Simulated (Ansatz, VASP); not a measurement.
**Zr2NbC3 in VASP and in Ansatz**

```
CELL_PARAMETERS angstrom
3.38632 -3.62995 0.00000
3.38632 3.62995 0.00000
0.00000 0.00000 3.32141
ATOMIC_POSITIONS crystal
Zr 0.50000 0.00000 0.50000
Zr 0.00000 0.50000 0.50000
Nb 0.00000 0.00000 0.00000
C 0.71497 0.28503 0.00000
C 0.28503 0.71497 0.00000
C 0.50000 0.50000 0.50000
```

Change from the starting cell: species swapped into the LaAl2Ag3 type (Cmmm, No. 65).

Alike in both runs: functional PBE; k mesh 4 × 4 × 6; occupations gaussian, width 0.1 eV; no spin polarisation.

Ansatz relaxed the structure, and its values are those at the end. VASP's run is a single point on that final structure, the one shown.

|  | VASP | Ansatz |
| --- | --- | --- |
| version | VASP 6.6.1 | Ansatz 0.2.0 |
| potentials or method | VASP PAW PBE potentials, release 64 (Zr_sv, Nb_sv, C), cutoff 520 eV | scalar-relativistic, plane waves, PAW |
| valence electrons in the cell | 49 | 49 |

```tsv
	VASP	Ansatz	Ansatz less VASP
gap on the k mesh at the Fermi level (eV)	none	none	-
pressure (GPa)	0.1	0.0	-0.02
```

A gap of «none» marks a metal or a gap that the smearing closes.
